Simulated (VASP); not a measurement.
# Mg2C (Fmmm) in VASP: further runs

Runs on Mg2C. Level: PBE. Tasks: relaxation of cell and atoms, single point.

All numbers are computed with VASP 6.6.1; they aren't measurements. Logs are shortened: lines on timing, memory, paths and dates and some standing lists are left out, and cuts for length are marked.

## Step 1: The cell of the first run

Symmetry: Fmmm, No. 69, orthorhombic system. The conventional cell has a = 3.704 Å, b = 4.402 Å, c = 10.987 Å, α = 90.00°, β = 90.00°, γ = 90.00°. Within 3.0 Å of Mg (site symmetry mm2) lie 4 C at 2.29 to 2.58 Å and 5 Mg at 2.70 to 2.88 Å. Within 3.0 Å of C (site symmetry mmm) lie 8 Mg at 2.29 to 2.58 Å and 4 C at 2.88 Å.

## Step 2: Relaxation of cell and atoms, PBE

INCAR

```
SYSTEM = Mg2C
  PREC = Accurate
  ENCUT = 600
  EDIFF = 1E-7
  ISMEAR = 0
  SIGMA = 0.1
  LREAL = .FALSE.
  LASPH = .TRUE.
  NELM = 80
  ALGO = Normal
  ISIF = 3
  LWAVE = .FALSE.
  LCHARG = .FALSE.
  GGA = PE
  IBRION = 2
  NSW = 90
  EDIFFG = -0.04
```

KPOINTS

```
Automatic mesh
0
G
  6 6 6
  0 0 0
```

POSCAR

```
Mg2C
1.0
    0.0000000000      2.2007556874      5.4934456491
    1.8520614570      0.0000000000      5.4934456491
    1.8520614570      2.2007556874      0.0000000000
Mg C
2 1
Direct
    0.1227520850      0.1227520850      0.8772479150
    0.8772479150      0.8772479150      0.1227520850
    0.5000000000      0.5000000000      0.5000000000
```

Potentials or basis: VASP PAW PBE potentials, release 64 (Mg, C).

Started as:

```sh
$ cat potpaw_PBE.64/Mg/POTCAR potpaw_PBE.64/C/POTCAR > POTCAR
$ mpirun -np 1 vasp_std > vasp.out
```

OUTCAR:

```text
SYSTEM = Mg2C
   PREC = Accurate
   ENCUT = 600
   EDIFF = 1E-7
   ISMEAR = 0
   LREAL = .FALSE.
   LASPH = .TRUE.
   NELM = 80
   ISIF = 3
   GGA = PE
   IBRION = 2
   NSW = 90
   EDIFFG = -0.04

 ion  position               nearest neighbor table
   1  0.123  0.123  0.877-   3 2.29   3 2.29   3 2.58   3 2.58   2 2.70   2 3.35   2 3.35   2 3.56
                             2 3.56
   2  0.877  0.877  0.123-   3 2.29   3 2.29   3 2.58   3 2.58   1 2.70   1 3.35   1 3.35   1 3.56
                             1 3.56
   3  0.500  0.500  0.500-   1 2.29   1 2.29   2 2.29   2 2.29   2 2.58   1 2.58   1 2.58   2 2.58

  LATTYP: Found a face centered orthorhombic cell.
 ALAT       =     3.7041229140
 B/A-ratio  =     1.1882735743
 C/A-ratio  =     2.9661249244

  Lattice vectors:

 A1 = (   0.0000000000,   2.2007556874,   5.4934456491)
 A2 = (   1.8520614570,   0.0000000000,   5.4934456491)
 A3 = (   1.8520614570,   2.2007556874,   0.0000000000)

Analysis of symmetry for initial positions (statically):
=====================================================================
 Subroutine PRICEL returns:
 Original cell was already a primitive cell.

 Routine SETGRP: Setting up the symmetry group for a
 face centered orthorhombic supercell.

 Subroutine GETGRP returns: Found  8 space group operations
 (whereof  8 operations were pure point group operations)
 out of a pool of  8 trial point group operations.

The static configuration has the point symmetry D_2h.

Analysis of symmetry for dynamics (positions and initial velocities):
=====================================================================
 Subroutine PRICEL returns:
 Original cell was already a primitive cell.

 Routine SETGRP: Setting up the symmetry group for a
 face centered orthorhombic supercell.

 Subroutine GETGRP returns: Found  8 space group operations
 (whereof  8 operations were pure point group operations)
 out of a pool of  8 trial point group operations.

The dynamic configuration has the point symmetry D_2h.

 Subroutine INISYM returns: Found  8 space group operations
 (whereof  8 operations are pure point group operations),
 and found     1 'primitive' translations

----------------------------------------------------------------------------------------

                                     Primitive cell

  volume of cell :      44.7819

  direct lattice vectors                    reciprocal lattice vectors
     0.000000000  2.200755687  5.493445649    -0.269969443  0.227194687  0.091017557
     1.852061457  0.000000000  5.493445649     0.269969443 -0.227194687  0.091017557
     1.852061457  2.200755687  0.000000000     0.269969443  0.227194687 -0.091017557

  length of vectors
     5.917877212  5.797247342  2.876361805     0.364396929  0.364396929  0.364396929

  position of ions in fractional coordinates (direct lattice)
     0.122752085  0.122752085  0.877247915
     0.877247915  0.877247915  0.122752085
     0.500000000  0.500000000  0.500000000

  ion indices of the primitive-cell ions
   primitive index   ion index
                 1           1
                 2           2
                 3           3

----------------------------------------------------------------------------------------

 KPOINTS: Automatic mesh

Automatic generation of k-mesh.
 Grid dimensions read from file:
 generate k-points for:    6    6    6

 Generating k-lattice:

  Cartesian coordinates                     Fractional coordinates (reciprocal lattice)
    -0.044994907  0.037865781  0.015169593     0.166666667  0.000000000  0.000000000
     0.044994907 -0.037865781  0.015169593     0.000000000  0.166666667  0.000000000
     0.044994907  0.037865781 -0.015169593    -0.000000000 -0.000000000  0.166666667

  Length of vectors
     0.060732821  0.060732821  0.060732821

  Shift w.r.t. Gamma in fractional coordinates (k-lattice)
     0.000000000  0.000000000  0.000000000

 Subroutine IBZKPT returns following result:
 ===========================================

 Found     46 irreducible k-points:

 Following reciprocal coordinates:
            Coordinates               Weight
  0.000000  0.000000  0.000000      1.000000
  0.166667  0.000000  0.000000      8.000000
  0.333333 -0.000000  0.000000      8.000000
  0.500000  0.000000  0.000000      4.000000
  0.166667  0.166667  0.000000      2.000000
  0.333333  0.166667  0.000000      8.000000
[... 16 lines left out ...]
 -0.166667  0.166667  0.166667      8.000000
  0.500000  0.333333  0.166667      4.000000
 [... further k-points ...]
   k-points           NKPTS =     46   k-points in BZ     NKDIM =     46   number of bands    NBANDS=      8
   number of dos      NEDOS =    301   number of ions     NIONS =      3
   total plane-waves  NPLWV =  55296
   dimension x,y,z NGX =    48 NGY =   48 NGZ =   24
   dimension x,y,z NGXF=    96 NGYF=   96 NGZF=   48
   ions per type =               2   1
   NGX,Y,Z   is equivalent  to a cutoff of  13.48, 13.76, 13.87 a.u.
   NGXF,Y,Z  is equivalent  to a cutoff of  26.97, 27.53, 27.74 a.u.
 SYSTEM =  Mg2C
   PREC   = accura    normal or accurate (medium, high low for compatibility)
   ISTART =      0    job   : 0-new  1-cont  2-samecut
   ICHARG =      2    charge: 1-file 2-atom 10-const
   ISPIN  =      1    spin polarized calculation?
   LNONCOLLINEAR =      F non collinear calculations
   LSORBIT =      F    spin-orbit coupling
   LASPH  =      T    aspherical Exc in radial PAW
   ENCUT  =  600.0 eV  44.10 Ry    6.64 a.u.  11.82 11.58  5.74*2*pi/ulx,y,z
   NELM   =     80;   NELMIN=  2; NELMDL= -5     # of ELM steps
   EDIFF  = 0.1E-06   stopping-criterion for ELM
   LREAL  =      F    real-space projection
   EDIFFG = -.4E-01   stopping-criterion for IOM
   NSW    =     90    number of steps for IOM
   IBRION =      2    ionic relax: 0-MD 1-quasi-New 2-CG
   NFREE  =      1    steps in history (QN), initial steepest desc. (CG)
   ISIF   =      3    stress and relaxation
   ISYM   =      2    0-nonsym 1-usesym 2-fastsym
   POTIM  = 0.5000    time-step for ionic-motion
   TEBEG  =    0.0;   TEEND  =   0.0 temperature during run
   PSTRESS=    0.0 pullay stress
   NELECT =       8.0000    total number of electrons
   NUPDOWN=      -1.0000    fix difference up-down
   EMIN   =  10.00;   EMAX   =-10.00  energy-range for DOS
   EFERMI =   0.00;   METHOD = LEGACY
   ISMEAR =     0;   SIGMA  =   0.10  broadening in eV -4-tet -1-fermi 0-gaus
   EFERMI_NEDOS =   21; number of points for ismear=-14 and -15
   IALGO  =     38    algorithm
   IMIX   =      4    mixing-type and parameters
     AMIX     =   0.40;   BMIX     =  1.00
     AMIX_MAG =   1.60;   BMIX_MAG =  1.00
  volume/ion in A,a.u.               =      14.93       100.73
  Fermi-wavevector in a.u.,A,eV,Ry     =   0.922014  1.742354 11.566444  0.850110
  Thomas-Fermi vector in A             =   2.047494
   LORBIT       =      0    0 simple, 1 ext, 2 COOP (PROOUT), +10 PAW based schemes
   GGA     = PE    functional components
   LHFCALC =     F    Hartree Fock is set to
   AEXX    =    0.0000 exact exchange contribution
   IVDW    =     0    specifies the selected vdW correction
   LEPSILON=     F    determine dielectric tensor
   LRPA    =     F    only Hartree local field effects (RPA)
 conjugate gradient relaxation of ions
 non-spin polarized calculation
 Gauss-broadening in eV      SIGMA  =   0.10
  energy-cutoff  :      600.00
  volume of cell :       44.78
 maximum number of plane-waves:      1516
   NGX = 23   NGY = 23   NGZ = 11

--------------------------------------- Ionic step        1  -------------------------------------------

 number of electron       8.0000000 magnetization

 Free energy of the ion-electron system (eV)
  ---------------------------------------------------
  ext. energy  EPLUGINS =         0.00000000
  ---------------------------------------------------
  free energy    TOTEN  =        -9.91503186 eV

  energy without entropy =       -9.91036826  energy(sigma->0) =       -9.91270006

------------------------ aborting loop because EDIFF is reached ----------------------------------------

  FORCE on cell =-STRESS in cart. coord.  units (eV):
  Direction    XX          YY          ZZ          XY          YZ          ZX
  --------------------------------------------------------------------------------------
  -------------------------------------------------------------------------------------
  Total       -0.0437801      0.5901167     -0.6886231     -0.0000000      0.0000000      0.0000000
  in kB       -1.5663390     21.1128279    -24.6371318     -0.0000000      0.0000000      0.0000000
  external PRESSURE =      -1.6968809 kB  Pullay stress =       0.0000000 kB
[... 170 lines left out ...]
  energy  without entropy=       -9.9214170620  energy(sigma->0) =       -9.92500175

--------------------------------------- Ionic step        6  -------------------------------------------

 number of electron       8.0000000 magnetization

 Free energy of the ion-electron system (eV)
  ---------------------------------------------------
  ext. energy  EPLUGINS =         0.00000000
  ---------------------------------------------------
  free energy    TOTEN  =        -9.92934791 eV

  energy without entropy =       -9.92160790  energy(sigma->0) =       -9.92547790

 E-fermi :   3.5752     XC(G=0):  -9.5429

 val. band max:        3.5524653413   @ k =  -0.3333  -0.0000   0.1667
 cond. band min:       3.6459810488   @ k =  -0.1667   0.3333   0.1667
 fundamental gap:      0.0935157074
 Fermi energy:         3.5751708456

 k-point     1 :       0.0000    0.0000    0.0000
  band No.  band energies     occupation
      1      -7.9572      2.00000
      2      -0.6478      2.00000
      3      -0.4884      2.00000
      4       4.2393      0.00000
      5       5.6474      0.00000
      6       9.5674      0.00000
      7      10.6584      0.00000
      8      12.8727      0.00000
[... 243 lines left out ...]
 k-point    24 :       0.5000    0.3333    0.1667
  band No.  band energies     occupation
      1      -7.2870      2.00000
      2      -1.6595      2.00000
      3       2.8375      2.00000
      4       3.2837      1.99996
      5       4.0366      0.00000
      6       7.5390      0.00000
      7      11.3852      0.00000
      8      11.5450      0.00000

 [... further k-points ...]

------------------------ aborting loop because EDIFF is reached ----------------------------------------

  FORCE on cell =-STRESS in cart. coord.  units (eV):
  Direction    XX          YY          ZZ          XY          YZ          ZX
  --------------------------------------------------------------------------------------
  -------------------------------------------------------------------------------------
  Total        0.0663988     -0.0194495      0.0493221      0.0000000      0.0000000      0.0000000
  in kB        2.3464768     -0.6873295      1.7430019      0.0000000      0.0000000      0.0000000
  external PRESSURE =       1.1340498 kB  Pullay stress =       0.0000000 kB
[... 18 lines left out ...]
  FREE ENERGIE OF THE ION-ELECTRON SYSTEM (eV)
  ---------------------------------------------------
  free  energy   TOTEN  =        -9.9293479103 eV

  energy  without entropy=       -9.9216078968  energy(sigma->0) =       -9.92547790

 reached required accuracy - stopping structural energy minimisation
```

Run time: 2.9 min. Hardware: 1 thread of Oxide Virtual Turin-like, shared host; peak memory 0.2 GiB.

What came out:

```yaml
Free_energy: -9.9293 eV
Relaxed_volume: 15.11 Å³/atom
Relaxed_cell: a = 5.887 Å, b = 5.722 Å, c = 2.929 Å, α = 78.55°, β = 72.27°, γ = 29.18°
Space_group_after_relaxing_to_0.1_Å: Fmmm (No. 69)
Energy_gained_by_relaxing: 4.8 meV/atom
Ionic_steps: 6
Pressure_after_relaxing: 0.1 GPa
Largest_force_after_relaxing: 0.029 eV/Å
Band_gap_on_the_k_mesh: zero (bands 4 and 5 overlap by 1.42 eV)
```

Forces on the atoms (eV/Å):
```
Mg   0.000  0.000 -0.029
Mg   0.000  0.000  0.029
C    0.000  0.000  0.000
```

Stress tensor (GPa, compression positive):
```
 0.23  0.00  0.00
 0.00 -0.07  0.00
 0.00  0.00  0.17
```

The path:
| step | energy change (eV) | largest force (eV/Å) | pressure (GPa) | volume (Å³) |
| --- | --- | --- | --- | --- |
| 1 | 0.0000 | 0.1337 | -0.17 | 44.78 |
| 2 | -0.0087 | 0.0420 | 0.39 | 44.67 |
| 3 | -0.0090 | 0.0785 | 0.52 | 44.65 |
| 4 | -0.0119 | 0.0316 | 0.14 | 44.95 |
| 5 | -0.0136 | 0.0558 | -0.52 | 45.51 |
| 6 | -0.0143 | 0.0292 | 0.11 | 45.34 |

Final structure:
```cif
data_structure
_symmetry_space_group_name_H-M 'P 1'
_symmetry_Int_Tables_number 1
_cell_length_a 5.8875
_cell_length_b 5.7217
_cell_length_c 2.9289
_cell_angle_alpha 78.548
_cell_angle_beta 72.270
_cell_angle_gamma 29.181
_cell_volume 45.34
loop_
_atom_site_label
_atom_site_type_symbol
_atom_site_fract_x
_atom_site_fract_y
_atom_site_fract_z
_atom_site_occupancy
Mg1 Mg 0.12254 0.12254 0.87746 1
Mg2 Mg 0.87746 0.87746 0.12254 1
C1 C 0.50000 0.50000 0.50000 1
```

Caveat: the k points lie up to 0.38 Å⁻¹ apart in the final cell, too coarse for converged energies and pressures of a metal.

(Part 1 of 2 ends here.)

The gap in the log of VASP goes by the Fermi energy; the results here count the filled bands.